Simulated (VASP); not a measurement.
# Sn (Immm) in VASP: notebook

The runs below take Sn through single point, with PBEsol.

Everything below comes from runs of VASP 6.6.1. Logs are shortened: lines on timing, memory, paths and dates and some standing lists are left out, and cuts for length are marked.

## (1) The cell of the first run

The structure is orthorhombic, space group Immm (No. 71). The conventional cell has a = 3.724 Å, b = 3.748 Å, c = 3.981 Å, α = 90.00°, β = 90.00°, γ = 90.00°. Within 4.4 Å of Sn (site symmetry mmm) lie 14 Sn at 3.31 to 3.98 Å.

## (2) Single point, PBEsol

Contents of INCAR:

```
SYSTEM = Sn
  PREC = Accurate
  ENCUT = 520
  EDIFF = 1E-6
  ISMEAR = -1
  SIGMA = 0.1
  LREAL = .False.
  LASPH = .True.
  NELM = 100
  ALGO = Normal
  ISIF = 2
  LWAVE = .False.
  LCHARG = .False.
  GGA = PS
  NBANDS = 13
```

Contents of KPOINTS:

```
Automatic mesh
0
Gamma
  8 8 8
  0 0 0
```

Contents of POSCAR:

```
Sn
1.0
   -1.8622291850      1.8739006348      1.9905265767
    1.8622291850     -1.8739006348      1.9905265767
    1.8622291850      1.8739006348     -1.9905265767
Sn
1
Direct
    0.0033238040     -0.0009931105     -0.0019548735
```

Potentials or basis: VASP PAW PBE potentials, release 64 (Sn_d).

Run with:

```
$ cat potpaw_PBE.64/Sn_d/POTCAR > POTCAR
$ mpirun -np 1 vasp_std > vasp.out
```

OUTCAR:

```text
SYSTEM = Sn
   PREC = Accurate
   ENCUT = 520
   EDIFF = 1E-6
   ISMEAR = -1
   LREAL = .False.
   LASPH = .True.
   NELM = 100
   ISIF = 2
   GGA = PS

 ion  position               nearest neighbor table
   1  0.003  0.999  0.998-

  LATTYP: Found a body centered orthorhombic cell.
 ALAT       =     3.7244583700
 B/A-ratio  =     1.0062674615
 C/A-ratio  =     1.0688945232

  Lattice vectors:

 A1 = (  -1.8622291850,   1.8739006348,   1.9905265767)
 A2 = (   1.8622291850,  -1.8739006348,   1.9905265767)
 A3 = (   1.8622291850,   1.8739006348,  -1.9905265767)

Analysis of symmetry for initial positions (statically):
=====================================================================
 Subroutine PRICEL returns:
 Original cell was already a primitive cell.

 Routine SETGRP: Setting up the symmetry group for a
 body centered orthorhombic supercell.

 Subroutine GETGRP returns: Found  8 space group operations
 (whereof  1 operations were pure point group operations)
 out of a pool of  8 trial point group operations.

The static configuration has the point symmetry C_1 .
 The point group associated with its full space group is D_2h.

Analysis of symmetry for dynamics (positions and initial velocities):
=====================================================================
 Subroutine PRICEL returns:
 Original cell was already a primitive cell.

 Routine SETGRP: Setting up the symmetry group for a
 body centered orthorhombic supercell.

 Subroutine GETGRP returns: Found  8 space group operations
 (whereof  1 operations were pure point group operations)
 out of a pool of  8 trial point group operations.

The dynamic configuration has the point symmetry C_1 .
 The point group associated with its full space group is D_2h.

 Subroutine INISYM returns: Found  8 space group operations
 (whereof  1 operations are pure point group operations),
 and found     1 'primitive' translations

----------------------------------------------------------------------------------------

                                     Primitive cell

  volume of cell :      27.7848

  direct lattice vectors                    reciprocal lattice vectors
    -1.862229185  1.873900635  1.990526577     0.000000000  0.266823113  0.251189814
     1.862229185 -1.873900635  1.990526577     0.268495416  0.000000000  0.251189814
     1.862229185  1.873900635 -1.990526577     0.268495416  0.266823113  0.000000000

  length of vectors
[... 88 lines left out ...]
   POTIM  = 0.5000    time-step for ionic-motion
   TEBEG  =    0.0;   TEEND  =   0.0 temperature during run
   PSTRESS=    0.0 pullay stress
   NELECT =      14.0000    total number of electrons
   NUPDOWN=      -1.0000    fix difference up-down
   EMIN   =  10.00;   EMAX   =-10.00  energy-range for DOS
   EFERMI =   0.00;   METHOD = LEGACY
   ISMEAR =    -1;   SIGMA  =   0.10  broadening in eV -4-tet -1-fermi 0-gaus
   EFERMI_NEDOS =   21; number of points for ismear=-14 and -15
   IALGO  =     38    algorithm
   IMIX   =      4    mixing-type and parameters
     AMIX     =   0.40;   BMIX     =  1.00
     AMIX_MAG =   1.60;   BMIX_MAG =  1.00
  volume/ion in A,a.u.               =      27.78       187.50
  Fermi-wavevector in a.u.,A,eV,Ry     =   1.302712  2.461768 23.089870  1.697058
  Thomas-Fermi vector in A             =   2.433762
   LORBIT       =      0    0 simple, 1 ext, 2 COOP (PROOUT), +10 PAW based schemes
   GGA     = PS    functional components
   LHFCALC =     F    Hartree Fock is set to
   AEXX    =    0.0000 exact exchange contribution
   IVDW    =     0    specifies the selected vdW correction
   LEPSILON=     F    determine dielectric tensor
   LRPA    =     F    only Hartree local field effects (RPA)
 non-spin polarized calculation
  energy-cutoff  :      520.00
  volume of cell :       27.78
 maximum number of plane-waves:       760
 NGX is ok and might be reduce to    28
   NGX = 13   NGY = 13   NGZ = 13

 number of electron      14.0000002 magnetization

 Free energy of the ion-electron system (eV)
  ---------------------------------------------------
  ext. energy  EPLUGINS =         0.00000000
  ---------------------------------------------------
  free energy    TOTEN  =        -4.22881291 eV

  energy without entropy =       -4.20622710  energy(sigma->0) =       -4.21752000

 E-fermi :   7.5768     XC(G=0): -10.4029

 val. band max:        7.5752406275   @ k =   0.3750  -0.3750   0.3750
 cond. band min:       7.6151985513   @ k =  -0.2500   0.3750  -0.0000
 fundamental gap:      0.0399579237
 Fermi energy:         7.5768256947

 k-point     1 :       0.0000    0.0000    0.0000
  band No.  band energies     occupation
      1     -13.7743      2.00000
      2     -13.7715      2.00000
      3     -13.7593      2.00000
      4     -13.6558      2.00000
      5     -13.6276      2.00000
      6      -3.2768      2.00000
      7      15.2173      0.00000
      8      15.4403      0.00000
      9      15.5023      0.00000
     10      19.2505      0.00000
     11      19.8260      0.00000
     12      19.9557      0.00000
     13      20.0929      0.00000
[... 354 lines left out ...]
  band No.  band energies     occupation
      1     -13.7814      2.00000
      2     -13.7058      2.00000
      3     -13.6657      2.00000
      4     -13.6432      2.00000
      5     -13.6072      2.00000
      6       1.9154      2.00000
      7       4.4285      2.00000
      8       6.7870      1.99926
      9      11.8178      0.00000
     10      18.1111      0.00000
     11      19.1060      0.00000
     12      21.1785      0.00000
     13      23.3623      0.00000

 [... further k-points ...]

------------------------ aborting loop because EDIFF is reached ----------------------------------------

  FORCE on cell =-STRESS in cart. coord.  units (eV):
  Direction    XX          YY          ZZ          XY          YZ          ZX
  --------------------------------------------------------------------------------------
  -------------------------------------------------------------------------------------
  Total       -0.6698977     -0.7132160     -0.1245948      0.0000000      0.0000000      0.0000000
  in kB      -38.6288179    -41.1267146     -7.1846013      0.0000000      0.0000000      0.0000000
  external PRESSURE =     -28.9800446 kB  Pullay stress =       0.0000000 kB

 VOLUME and BASIS-vectors are now :
 -----------------------------------------------------------------------------
  energy-cutoff  :      520.00
  volume of cell :       27.78
      direct lattice vectors                 reciprocal lattice vectors
    -1.862229185  1.873900635  1.990526577     0.000000000  0.266823113  0.251189814
     1.862229185 -1.873900635  1.990526577     0.268495416  0.000000000  0.251189814
     1.862229185  1.873900635 -1.990526577     0.268495416  0.266823113  0.000000000

 POSITION                                       TOTAL-FORCE (eV/Angst)
 -----------------------------------------------------------------------------------
      3.71278      0.00443      0.00853        -0.000000      0.000000     -0.000000
 -----------------------------------------------------------------------------------
    total drift:                               -0.000002     -0.000003     -0.000017

  FREE ENERGIE OF THE ION-ELECTRON SYSTEM (eV)
  ---------------------------------------------------
  free  energy   TOTEN  =        -4.2288129052 eV

  energy  without entropy=       -4.2062270992  energy(sigma->0) =       -4.21752000
```

OSZICAR:

```text
N       E                     dE             d eps       ncg     rms          rms(c)
DAV:   1     0.804531856798E+02    0.80453E+02   -0.73010E+03  2548   0.160E+03
DAV:   2     0.153319396478E+01   -0.78920E+02   -0.76466E+02  2655   0.339E+02
DAV:   3    -0.412270484021E+01   -0.56559E+01   -0.56357E+01  2931   0.730E+01
DAV:   4    -0.424428423686E+01   -0.12158E+00   -0.12155E+00  2910   0.115E+01
DAV:   5    -0.424890320514E+01   -0.46190E-02   -0.46189E-02  3255   0.217E+00    0.129E+00
DAV:   6    -0.423347090550E+01    0.15432E-01   -0.17112E-02  3123   0.228E+00    0.690E-01
DAV:   7    -0.422907487092E+01    0.43960E-02   -0.91354E-03  3105   0.157E+00    0.115E-01
DAV:   8    -0.422881138645E+01    0.26348E-03   -0.68991E-04  3045   0.448E-01    0.194E-02
DAV:   9    -0.422881231551E+01   -0.92905E-06   -0.12200E-05  3331   0.405E-02    0.117E-02
DAV:  10    -0.422881290522E+01   -0.58971E-06   -0.90979E-07  2105   0.104E-02
   1 F= -.42288129E+01 E0= -.42175200E+01  d E =-.225858E-01
```

stdout:

```text
POSCAR found type information on POSCAR Sn
 POSCAR found :  1 types and       1 ions
 scaLAPACK will be used
 -----------------------------------------------------------------------------
|                                                                             |
|                                                                             |
|     You enforced a specific xc type in the INCAR file but a different       |
|     I HOPE YOU KNOW WHAT YOU ARE DOING!                                     |
|                                                                             |
 -----------------------------------------------------------------------------

 LDA part: xc-table for (Slater+PW92), standard interpolation
 POSCAR, INCAR and KPOINTS ok, starting setup
 FFT: planning ... GRIDC
 FFT: planning ... GRID_SOFT
 FFT: planning ... GRID
 WAVECAR not read
 entering main loop
```

Run time: 21 s. Hardware: 1 thread of Intel Xeon 6975P-C (Granite Rapids), shared host; peak memory 0.16 GiB.

Results:

| Property | Result |
| --- | --- |
| Free energy | -4.2288 eV |
| Pressure | -2.9 GPa |
| Band gap on the k mesh | zero (band 7 reaches 15.22 eV, above the bottom of band 8 at 5.58 eV) |

Stress tensor (GPa, compression positive):
```
-3.86  0.00  0.00
 0.00 -4.11  0.00
 0.00  0.00 -0.72
```

Levels at points of the mesh, in eV from the Fermi level:
| k point | band 5 | band 6 | band 7 | band 8 | band 9 | band 10 |
| --- | --- | --- | --- | --- | --- | --- |
| (0.00, 0.00, 0.00) | -21.20 | -10.85 | 7.64 | 7.86 | 7.93 | 11.67 |
| (0.50, 0.00, 0.00) | -21.14 | -6.46 | -4.29 | 3.93 | 5.84 | 8.30 |
| (0.00, 0.50, 0.00) | -21.14 | -6.41 | -4.27 | 3.85 | 5.73 | 8.20 |
| (0.50, 0.50, 0.00) | -21.13 | -6.05 | -4.11 | 3.16 | 4.74 | 7.33 |
| (0.50, 0.50, 0.50) | -21.15 | -2.64 | -1.10 | -0.03 | 0.09 | 3.78 |

Caveat: the PAW data sets were made with another functional, which shifts forces and pressure a little; spin-orbit coupling is left out, which moves the levels of the heavy elements.

(Part 1 of 2 ends here.)
